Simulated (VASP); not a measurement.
A run of VASP 6.6.1 is set up as follows.

Contents of INCAR:

```
SYSTEM = I
ALGO = Normal
EDIFF = 1E-6
ENCUT = 520
GGA = PS
ISIF = 2
ISMEAR = 0
LASPH = .TRUE.
LCHARG = .FALSE.
LREAL = .FALSE.
LWAVE = .FALSE.
NBANDS = 10
NELM = 80
PREC = Accurate
SIGMA = 0.1
```

KPOINTS

```
k-points
0
G
  18 18 16
  0 0 0
```

POSCAR

```
I
1.0
    3.9345356848      0.0000000000      0.0000000000
   -1.9672678424      3.4074078551      0.0000000000
    0.0000000000      0.0000000000      2.9573698804
I
1
Direct
    0.0000000000      0.0000000000      0.0000000000
```

Potentials or basis: VASP PAW PBE potentials, release 64 (I).

The run is started by

```bash
$ cat potpaw_PBE.64/I/POTCAR > POTCAR
$ mpirun -np 1 vasp_std > vasp.out
```

Question: Predict the pressure.

Answer: 0.0 GPa.

Stress tensor (GPa, compression positive):
```
 0.03  0.00  0.00
 0.00  0.03  0.00
 0.00  0.00 -0.15
```

Caveat: the PAW data sets were made with another functional, which shifts forces and pressure a little; an odd number of electrons without spin polarisation forces a metal; a magnetic or distorted state may lie lower.
